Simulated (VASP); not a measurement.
A run of VASP 6.6.1:

INCAR

```
PREC = Normal
ENCUT = 350
EDIFF = 1E-5
ISMEAR = -1
SIGMA = 0.05
LREAL = Auto
LASPH = True
NELM = 120
ALGO = Normal
ISIF = 2
LWAVE = False
LCHARG = False
GGA = PE
NBANDS = 94
ISYM = -1
IBRION = 0
NSW = 40
POTIM = 3.0
TEBEG = 300.0
TEEND = 300.0
NELMIN = 4
RANDOM_SEED = 84602 0 0
MDALGO = 3
LANGEVIN_GAMMA = 30 30
GGA_COMPAT = False
MAXMIX = 40
```

File KPOINTS:

```
explicit points
1
Reciprocal
  0.25000000   0.25000000   0.25000000 1
```

Contents of POSCAR:

```
TaSi2
1.0
    7.2389490000     -0.0789630000     -0.1139910000
   -0.0789630000      7.5148510000      0.0255970000
   -0.1139910000      0.0255970000      7.3977730000
Si Ta
16 8
Direct
    0.5255500922      0.6956507310      0.4075139829
    0.5858577471      0.7753033043      0.9783195703
    0.3653703523      0.9561391619      0.6233166888
    0.0311560356      0.9863779061      0.5687541727
    0.7499537057      0.3638900660      0.8590792111
    0.8023789929      0.8306709288      0.3077527334
    0.1221733204      0.9655870014      0.1482067747
    0.2374365305      0.2322556851      0.4163290567
    0.2057660939      0.5753068973      0.5126990433
    0.5718859406      0.4257179606      0.1714099197
    0.4971974628      0.0256973959      0.2763493253
    0.1662321998      0.7578057747      0.8395854731
    0.3597844340      0.4618120115      0.8809484075
    0.6658740043      0.1241537110      0.6546437302
    0.1119156664      0.3112523143      0.0622753634
    0.8832606623      0.5009186952      0.3856904622
    0.8375704236      0.1792575088      0.2482783105
    0.7505087007      0.6752083582      0.6647350382
    0.4925901177      0.4098500477      0.5548704290
    0.0390119575      0.3373846764      0.6899317664
    0.4274139652      0.0896698144      0.9364905930
    0.8723720778      0.6176650835      0.0477447968
    0.8852559863      0.0007112303      0.8829820495
    0.2654258527      0.6068492193      0.1561154298
```

Potentials or basis: VASP PAW PBE potentials, release 64 (Si, Ta_pv).

Run with:

```bash
$ cat potpaw_PBE.64/Si/POTCAR potpaw_PBE.64/Ta_pv/POTCAR > POTCAR
$ mpirun -np 1 vasp_std > vasp.out
```

Hardware: 1 thread of Intel(R) Xeon(R) 6975P-C (Granite Rapids) (shared host).

Estimate the wall time of this run.

It took 5.7 min on 1 thread of Intel(R) Xeon(R) 6975P-C (Granite Rapids) (shared host), peak memory 0.25 GiB. Counts: scf iterations 220, k points 1, ion steps 40.
